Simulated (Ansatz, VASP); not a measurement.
# Zr in VASP and in Ansatz

```xyz
3
Lattice="5.2090 0.0000 0.0000 -2.6045 4.5111 0.0000 0.0000 0.0000 3.2437" Properties=species:S:1:pos:R:3 pbc="T T T"
Zr    5.2090    0.0000    3.2437
Zr    0.0000    3.0074    1.6218
Zr    2.6045    1.5037    1.6218
```

Alike in both runs: task single point; functional revPBE; k mesh 8 × 8 × 11; occupations fermi-dirac, width 0.1 eV; no spin polarisation.

```csv
,VASP,Ansatz
version,VASP 6.6.1,Ansatz 0.2.0
potentials or method,"VASP PAW PBE potentials, release 64 (Zr_sv), cutoff 520 eV","plane waves (420 eV) with PAW, scalar-relativistic"
valence electrons in the cell,36,36
```

```tsv
	VASP	Ansatz	Ansatz less VASP
pressure (GPa)	-6.1	-6.1	0.00
traceless stress, the component that is largest in VASP (GPa)	-0.11	-0.10	+0.007
```

VASP's potentials were made for PBE, not for revPBE.
